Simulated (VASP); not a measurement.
# Ti (I4/mmm) in VASP: further runs

The runs below take Ti through electric field gradients, with LDA.

All numbers are computed with VASP 6.6.1; they aren't measurements. Logs are shortened: lines on timing, memory, paths and dates and some standing lists are left out, and cuts for length are marked.

## 1. The cell of the first run

It takes space group I4/mmm (No. 139, tetragonal). Conventional cell: a = 2.842 Å, b = 2.842 Å, c = 4.060 Å, α = 90.00°, β = 90.00°, γ = 90.00°. Ti (site symmetry 4/mmm) has 12 Ti at 2.84 to 2.86 Å within 3.7 Å.

## 2. Electric field gradients, LDA (equal xx and yy strain of -1 %)

Input file INCAR:

```
ALGO = Normal
EDIFF = 1E-8
ENCUT = 520
GGA = CA
ISIF = 2
ISMEAR = -1
LASPH = T
LCHARG = F
LEFG = T
LREAL = F
LWAVE = F
NBANDS = 12
NELM = 60
PREC = Accurate
SIGMA = 0.05
```

Input file KPOINTS:

```
k-points
0
Gamma
  15 15 15
```

Input file POSCAR:

```
Ti
1.0
    0.0000000000      2.0097000000      2.0300000000
    2.0097000000      0.0000000000      2.0300000000
    2.0097000000      2.0097000000      0.0000000000
Ti
1
Direct
    0.0000000000      0.0000000000      0.0000000000
```

Potentials or basis: VASP PAW LDA potentials, release 64 (Ti_sv).

Run with:

```bash
cat potpaw_LDA.64/Ti_sv/POTCAR > POTCAR
mpirun -np 1 vasp_std > vasp.out
```

OUTCAR:

```text
EDIFF = 1E-8
   ENCUT = 520
   GGA = CA
   ISIF = 2
   ISMEAR = -1
   LASPH = T
   LREAL = F
   NELM = 60
   PREC = Accurate

 ion  position               nearest neighbor table
   1  0.000  0.000  0.000-

  LATTYP: Found a body centered tetragonal cell.
 ALAT       =     2.8421449963
 C/A-ratio  =     1.4284985479

  Lattice vectors:

 A1 = (  -2.0097000000,   0.0000000000,   2.0300000000)
 A2 = (   2.0097000000,   0.0000000000,   2.0300000000)
 A3 = (   0.0000000000,   2.0097000000,  -2.0300000000)

Analysis of symmetry for initial positions (statically):
=====================================================================
 Subroutine PRICEL returns:
 Original cell was already a primitive cell.

 Routine SETGRP: Setting up the symmetry group for a
 body centered tetragonal supercell.

 Subroutine GETGRP returns: Found 16 space group operations
 (whereof 16 operations were pure point group operations)
 out of a pool of 16 trial point group operations.

The static configuration has the point symmetry D_4h.

Analysis of symmetry for dynamics (positions and initial velocities):
=====================================================================
 Subroutine PRICEL returns:
 Original cell was already a primitive cell.

 Routine SETGRP: Setting up the symmetry group for a
 body centered tetragonal supercell.

 Subroutine GETGRP returns: Found 16 space group operations
 (whereof 16 operations were pure point group operations)
 out of a pool of 16 trial point group operations.

The dynamic configuration has the point symmetry D_4h.

 Subroutine INISYM returns: Found 16 space group operations
 (whereof 16 operations are pure point group operations),
 and found     1 'primitive' translations

----------------------------------------------------------------------------------------

                                     Primitive cell

  volume of cell :      16.3979

  direct lattice vectors                    reciprocal lattice vectors
     0.000000000  2.009700000  2.030000000    -0.248793352  0.248793352  0.246305419
     2.009700000  0.000000000  2.030000000     0.248793352 -0.248793352  0.246305419
     2.009700000  2.009700000  0.000000000     0.248793352  0.248793352 -0.246305419

  length of vectors
     2.856535330  2.856535330  2.842144996     0.429491122  0.429491122  0.429491122

  position of ions in fractional coordinates (direct lattice)
     0.000000000  0.000000000  0.000000000

  ion indices of the primitive-cell ions
   primitive index   ion index
                 1           1

----------------------------------------------------------------------------------------

 KPOINTS: k-points

Automatic generation of k-mesh.
 Grid dimensions read from file:
 generate k-points for:   15   15   15

 Generating k-lattice:

  Cartesian coordinates                     Fractional coordinates (reciprocal lattice)
    -0.016586223  0.016586223  0.016420361     0.066666667  0.000000000  0.000000000
     0.016586223 -0.016586223  0.016420361     0.000000000  0.066666667  0.000000000
     0.016586223  0.016586223 -0.016420361    -0.000000000 -0.000000000  0.066666667

  Length of vectors
     0.028632741  0.028632741  0.028632741

  Shift w.r.t. Gamma in fractional coordinates (k-lattice)
     0.000000000  0.000000000  0.000000000

 Subroutine IBZKPT returns following result:
 ===========================================

 Found    288 irreducible k-points:

 Following reciprocal coordinates:
            Coordinates               Weight
  0.000000  0.000000  0.000000      1.000000
  0.066667 -0.000000  0.000000      8.000000
  0.133333  0.000000  0.000000      8.000000
  0.200000 -0.000000  0.000000      8.000000
  0.266667  0.000000  0.000000      8.000000
  0.333333 -0.000000  0.000000      8.000000
[... 16 lines left out ...]
  0.133333  0.133333  0.000000      2.000000
  0.200000  0.133333  0.000000      8.000000
 [... further k-points ...]
   k-points           NKPTS =    288   k-points in BZ     NKDIM =    288   number of bands    NBANDS=     12
   number of dos      NEDOS =    301   number of ions     NIONS =      1
   total plane-waves  NPLWV =  13824
   dimension x,y,z NGX =    24 NGY =   24 NGZ =   24
   dimension x,y,z NGXF=    48 NGYF=   48 NGZF=   48
   ions per type =               1
   NGX,Y,Z   is equivalent  to a cutoff of  13.97, 13.97, 14.04 a.u.
   NGXF,Y,Z  is equivalent  to a cutoff of  27.94, 27.94, 28.08 a.u.
 SYSTEM =  unknown system
   PREC   = accura    normal or accurate (medium, high low for compatibility)
   ISTART =      0    job   : 0-new  1-cont  2-samecut
   ICHARG =      2    charge: 1-file 2-atom 10-const
   ISPIN  =      1    spin polarized calculation?
   LNONCOLLINEAR =      F non collinear calculations
   LSORBIT =      F    spin-orbit coupling
   LASPH  =      T    aspherical Exc in radial PAW
   ENCUT  =  520.0 eV  38.22 Ry    6.18 a.u.   5.31  5.31  5.28*2*pi/ulx,y,z
   NELM   =     60;   NELMIN=  2; NELMDL= -5     # of ELM steps
   EDIFF  = 0.1E-07   stopping-criterion for ELM
   LREAL  =      F    real-space projection
   EDIFFG = 0.1E-06   stopping-criterion for IOM
   NSW    =      0    number of steps for IOM
   IBRION =     -1    ionic relax: 0-MD 1-quasi-New 2-CG
   NFREE  =      0    steps in history (QN), initial steepest desc. (CG)
   ISIF   =      2    stress and relaxation
   ISYM   =      2    0-nonsym 1-usesym 2-fastsym
   POTIM  = 0.5000    time-step for ionic-motion
   TEBEG  =    0.0;   TEEND  =   0.0 temperature during run
   PSTRESS=    0.0 pullay stress
   NELECT =      12.0000    total number of electrons
   NUPDOWN=      -1.0000    fix difference up-down
   EMIN   =  10.00;   EMAX   =-10.00  energy-range for DOS
   EFERMI =   0.00;   METHOD = LEGACY
   ISMEAR =    -1;   SIGMA  =   0.05  broadening in eV -4-tet -1-fermi 0-gaus
   EFERMI_NEDOS =   21; number of points for ismear=-14 and -15
   IALGO  =     38    algorithm
   IMIX   =      4    mixing-type and parameters
     AMIX     =   0.40;   BMIX     =  1.00
     AMIX_MAG =   1.60;   BMIX_MAG =  1.00
  volume/ion in A,a.u.               =      16.40       110.66
  Fermi-wavevector in a.u.,A,eV,Ry     =   1.475273  2.787862 29.612136  2.176431
  Thomas-Fermi vector in A             =   2.589942
   LORBIT       =      0    0 simple, 1 ext, 2 COOP (PROOUT), +10 PAW based schemes
   GGA     = CA    functional components
   LHFCALC =     F    Hartree Fock is set to
   AEXX    =    0.0000 exact exchange contribution
   IVDW    =     0    specifies the selected vdW correction
   LEPSILON=     F    determine dielectric tensor
   LRPA    =     F    only Hartree local field effects (RPA)
 non-spin polarized calculation
  energy-cutoff  :      520.00
  volume of cell :       16.40
 maximum number of plane-waves:       454
 NGX is ok and might be reduce to    24
   NGX = 11   NGY = 11   NGZ = 11

 number of electron      12.0000001 magnetization

 Free energy of the ion-electron system (eV)
  ---------------------------------------------------
  ext. energy  EPLUGINS =         0.00000000
  ---------------------------------------------------
  free energy    TOTEN  =        -8.50193503 eV

  energy without entropy =       -8.48776018  energy(sigma->0) =       -8.49484760

 E-fermi :   8.6132     XC(G=0): -12.0625

 val. band max:        8.6123848642   @ k =   0.2000   0.1333   0.0000
 cond. band min:       8.6151810819   @ k =  -0.4667   0.1333   0.0667
 fundamental gap:      0.0027962177
 Fermi energy:         8.6132401874

 k-point     1 :       0.0000    0.0000    0.0000
  band No.  band energies     occupation
      1     -47.3242      2.00000
      2     -23.4796      2.00000
      3     -23.4765      2.00000
      4     -23.4765      2.00000
      5       2.4620      2.00000
      6       9.4268      0.00000
      7       9.5119      0.00000
      8       9.5119      0.00000
      9      11.1704      0.00000
     10      11.2714      0.00000
     11      24.2740      0.00000
     12      28.7801      0.00000

 k-point     2 :       0.0667   -0.0000    0.0000
  band No.  band energies     occupation
      1     -47.3172      2.00000
      2     -23.5150      2.00000
      3     -23.4834      2.00000
      4     -23.4809      2.00000
      5       2.6142      2.00000
      6       9.3782      0.00000
      7       9.5216      0.00000
      8       9.5681      0.00000
      9      11.1356      0.00000
     10      11.2328      0.00000
     11      24.4149      0.00000
     12      27.8367      0.00000

 k-point     3 :       0.1333    0.0000    0.0000
  band No.  band energies     occupation
      1     -47.2976      2.00000
      2     -23.6201      2.00000
      3     -23.4971      2.00000
      4     -23.4932      2.00000
      5       3.0541      2.00000
      6       9.1412      0.00005
      7       9.6450      0.00000
      8       9.7041      0.00000
      9      11.0748      0.00000
     10      11.1581      0.00000
     11      24.6051      0.00000
     12      26.0673      0.00000
[... 286 lines left out ...]
 k-point    23 :       0.1333    0.1333    0.0000
  band No.  band energies     occupation
      1     -47.2894      2.00000
      2     -23.6175      2.00000
      3     -23.5236      2.00000
      4     -23.5236      2.00000
      5       3.2360      2.00000
      6       8.8737      0.01088
      7       9.8806      0.00000
      8       9.8806      0.00000
      9      10.6058      0.00000
     10      11.4434      0.00000
     11      24.9982      0.00000
     12      26.6688      0.00000

 k-point    24 :       0.2000    0.1333    0.0000
  band No.  band energies     occupation
      1     -47.2680      2.00000
      2     -23.7150      2.00000
      3     -23.5473      2.00000
      4     -23.5426      2.00000
      5       3.7271      2.00000
      6       8.6124      1.00855
      7       9.9539      0.00000
      8      10.0629      0.00000
      9      10.4978      0.00000
     10      11.5299      0.00000
     11      24.9520      0.00000
     12      25.6228      0.00000

 [... further k-points ...]

------------------------ aborting loop because EDIFF is reached ----------------------------------------

  FORCE on cell =-STRESS in cart. coord.  units (eV):
  Direction    XX          YY          ZZ          XY          YZ          ZX
  --------------------------------------------------------------------------------------
  -------------------------------------------------------------------------------------
  Total       -0.2735865     -0.2735865     -0.3089657      0.0000000      0.0000000      0.0000000
  in kB      -26.7310936    -26.7310936    -30.1878602      0.0000000      0.0000000      0.0000000
  external PRESSURE =     -27.8833492 kB  Pullay stress =       0.0000000 kB

 VOLUME and BASIS-vectors are now :
 -----------------------------------------------------------------------------
  energy-cutoff  :      520.00
  volume of cell :       16.40
      direct lattice vectors                 reciprocal lattice vectors
     0.000000000  2.009700000  2.030000000    -0.248793352  0.248793352  0.246305419
     2.009700000  0.000000000  2.030000000     0.248793352 -0.248793352  0.246305419
     2.009700000  2.009700000  0.000000000     0.248793352  0.248793352 -0.246305419

 POSITION                                       TOTAL-FORCE (eV/Angst)
 -----------------------------------------------------------------------------------
      0.00000      0.00000      0.00000        -0.000000      0.000000     -0.000000
 -----------------------------------------------------------------------------------
    total drift:                               -0.000000     -0.000000     -0.000000

  FREE ENERGIE OF THE ION-ELECTRON SYSTEM (eV)
  ---------------------------------------------------
  free  energy   TOTEN  =        -8.5019350268 eV

  energy  without entropy=       -8.4877601782  energy(sigma->0) =       -8.49484760

 Electric field gradients (V/A^2)
---------------------------------------------------------------------
 ion       V_xx      V_yy      V_zz      V_xy      V_xz      V_yz
---------------------------------------------------------------------
   1       0.430     0.430    -0.860    -0.001    -0.001    -0.001
---------------------------------------------------------------------

 Electric field gradients after diagonalization (V/A^2)
 (convention: |V_zz| > |V_xx| > |V_yy|)
----------------------------------------------------------------------
 ion       V_xx      V_yy      V_zz     asymmetry (V_yy - V_xx)/ V_zz
----------------------------------------------------------------------
   1       0.431     0.429    -0.860       0.002
----------------------------------------------------------------------

           NMR quadrupolar parameters

 Cq : quadrupolar parameter    Cq=e*Q*V_zz/h
 eta: asymmetry parameters     (V_yy - V_xx)/ V_zz
 Q  : nuclear electric quadrupole moment in mb (millibarn)
----------------------------------------------------------------------
 ion       Cq(MHz)       eta       Q (mb)
----------------------------------------------------------------------
   1      -0.002       0.002       1.000
----------------------------------------------------------------------
```

It took 2.6 min on 1 thread of AMD EPYC 7R13, shared host; peak memory 0.14 GiB.

Results:

```
Free energy            : -8.5019 eV
Pressure               : -2.8 GPa
Band gap on the k mesh : zero (band 6 reaches 9.43 eV, above the bottom of band 7 at 8.29 eV)
```

Stress tensor (GPa, compression positive):
```
-2.67  0.00  0.00
 0.00 -2.67  0.00
 0.00  0.00 -3.02
```

Levels at points of the mesh, in eV from the Fermi level:
```csv
k point,band 3,band 4,band 5,band 6,band 7,band 8,band 9,band 10
"(0.00, 0.00, 0.00)",-32.09,-32.09,-6.15,0.81,0.90,0.90,2.56,2.66
```

Electric field gradients, principal values (V/Å²):
| atom | least | middle | greatest (by size) |
| --- | --- | --- | --- |
| 1 Ti | 0.429 | 0.431 | -0.860 |

Caveat: the cell differs from its parent crystal (equal xx and yy strain of -1 %); without QUAD_EFG the Cq values of the log hold for a quadrupole moment of 1 mb, not for the nuclei.

## 3. Electric field gradients, LDA (equal xx and yy strain of -1 %)

Input file INCAR:

```
SYSTEM = Ti
ALGO = Normal
EDIFF = 1E-8
ENCUT = 520
ISIF = 2
ISMEAR = -1
LASPH = .TRUE.
LCHARG = .FALSE.
LEFG = .TRUE.
LREAL = .FALSE.
LWAVE = .FALSE.
NBANDS = 12
NELM = 60
PREC = Accurate
SIGMA = 0.05
```

Input file KPOINTS:

```
k-points
0
G
  15 15 15
  0 0 0
```

POSCAR is that of step 2.

Potentials or basis: VASP PAW LDA potentials, release 64 (Ti_sv).

Run with:

```bash
cat potpaw_LDA.64/Ti_sv/POTCAR > POTCAR
mpirun -np 1 vasp_std > vasp.out
```

OUTCAR:

```text
SYSTEM = Ti
   EDIFF = 1E-8
   ENCUT = 520
   ISIF = 2
   ISMEAR = -1
   LASPH = .TRUE.
   LREAL = .FALSE.
   NELM = 60
   PREC = Accurate

 ion  position               nearest neighbor table
   1  0.000  0.000  0.000-

  LATTYP: Found a body centered tetragonal cell.
 ALAT       =     2.8421449963
 C/A-ratio  =     1.4284985479

  Lattice vectors:

 A1 = (  -2.0097000000,   0.0000000000,   2.0300000000)
 A2 = (   2.0097000000,   0.0000000000,   2.0300000000)
 A3 = (   0.0000000000,   2.0097000000,  -2.0300000000)

Analysis of symmetry for initial positions (statically):
=====================================================================
 Subroutine PRICEL returns:
 Original cell was already a primitive cell.

 Routine SETGRP: Setting up the symmetry group for a
 body centered tetragonal supercell.

 Subroutine GETGRP returns: Found 16 space group operations
 (whereof 16 operations were pure point group operations)
 out of a pool of 16 trial point group operations.

The static configuration has the point symmetry D_4h.

Analysis of symmetry for dynamics (positions and initial velocities):
=====================================================================
 Subroutine PRICEL returns:
 Original cell was already a primitive cell.

 Routine SETGRP: Setting up the symmetry group for a
 body centered tetragonal supercell.

 Subroutine GETGRP returns: Found 16 space group operations
 (whereof 16 operations were pure point group operations)
 out of a pool of 16 trial point group operations.

The dynamic configuration has the point symmetry D_4h.

[... 161 lines left out ...]
      9      11.1704      0.00000
     10      11.2714      0.00000
     11      24.2740      0.00000
     12      28.7801      0.00000
[... 331 lines left out ...]
 k-point    24 :       0.2000    0.1333    0.0000
  band No.  band energies     occupation
      1     -47.2680      2.00000
      2     -23.7150      2.00000
      3     -23.5473      2.00000
      4     -23.5426      2.00000
      5       3.7271      2.00000
      6       8.6124      1.00855
      7       9.9539      0.00000
      8      10.0629      0.00000
      9      10.4978      0.00000
     10      11.5299      0.00000
     11      24.9520      0.00000
     12      25.6228      0.00000

 [... further k-points ...]

------------------------ aborting loop because EDIFF is reached ----------------------------------------

  FORCE on cell =-STRESS in cart. coord.  units (eV):
  Direction    XX          YY          ZZ          XY          YZ          ZX
  --------------------------------------------------------------------------------------
  -------------------------------------------------------------------------------------
  Total       -0.2735865     -0.2735865     -0.3089657      0.0000000      0.0000000      0.0000000
  in kB      -26.7310936    -26.7310936    -30.1878602      0.0000000      0.0000000      0.0000000
  external PRESSURE =     -27.8833492 kB  Pullay stress =       0.0000000 kB

 VOLUME and BASIS-vectors are now :
 -----------------------------------------------------------------------------
  energy-cutoff  :      520.00
  volume of cell :       16.40
      direct lattice vectors                 reciprocal lattice vectors
     0.000000000  2.009700000  2.030000000    -0.248793352  0.248793352  0.246305419
     2.009700000  0.000000000  2.030000000     0.248793352 -0.248793352  0.246305419
     2.009700000  2.009700000  0.000000000     0.248793352  0.248793352 -0.246305419

 POSITION                                       TOTAL-FORCE (eV/Angst)
 -----------------------------------------------------------------------------------
      0.00000      0.00000      0.00000        -0.000000      0.000000     -0.000000
 -----------------------------------------------------------------------------------
    total drift:                               -0.000000     -0.000000     -0.000000

  FREE ENERGIE OF THE ION-ELECTRON SYSTEM (eV)
  ---------------------------------------------------
  free  energy   TOTEN  =        -8.5019350268 eV

  energy  without entropy=       -8.4877601782  energy(sigma->0) =       -8.49484760

 Electric field gradients (V/A^2)
---------------------------------------------------------------------
 ion       V_xx      V_yy      V_zz      V_xy      V_xz      V_yz
---------------------------------------------------------------------
   1       0.430     0.430    -0.860    -0.001    -0.001    -0.001
---------------------------------------------------------------------

 Electric field gradients after diagonalization (V/A^2)
 (convention: |V_zz| > |V_xx| > |V_yy|)
----------------------------------------------------------------------
 ion       V_xx      V_yy      V_zz     asymmetry (V_yy - V_xx)/ V_zz
----------------------------------------------------------------------
   1       0.431     0.429    -0.860       0.002
----------------------------------------------------------------------

           NMR quadrupolar parameters

 Cq : quadrupolar parameter    Cq=e*Q*V_zz/h
 eta: asymmetry parameters     (V_yy - V_xx)/ V_zz
 Q  : nuclear electric quadrupole moment in mb (millibarn)
----------------------------------------------------------------------
 ion       Cq(MHz)       eta       Q (mb)
----------------------------------------------------------------------
   1      -0.002       0.002       1.000
----------------------------------------------------------------------
```

Run time: 2.9 min. Hardware: 1 thread of AMD EPYC 7R13, shared host; peak memory 0.14 GiB.

What came out:

```
Free energy            : -8.5019 eV
Pressure               : -2.8 GPa
Band gap on the k mesh : zero (band 6 reaches 9.43 eV, above the bottom of band 7 at 8.29 eV)
```

Electric field gradients, principal values (V/Å²):
```csv
atom,least,middle,greatest (by size)
1 Ti,0.429,0.431,-0.860
```

Caveat: the cell differs from its parent crystal (equal xx and yy strain of -1 %); without QUAD_EFG the Cq values of the log hold for a quadrupole moment of 1 mb, not for the nuclei.

[end of part 1 of 2]
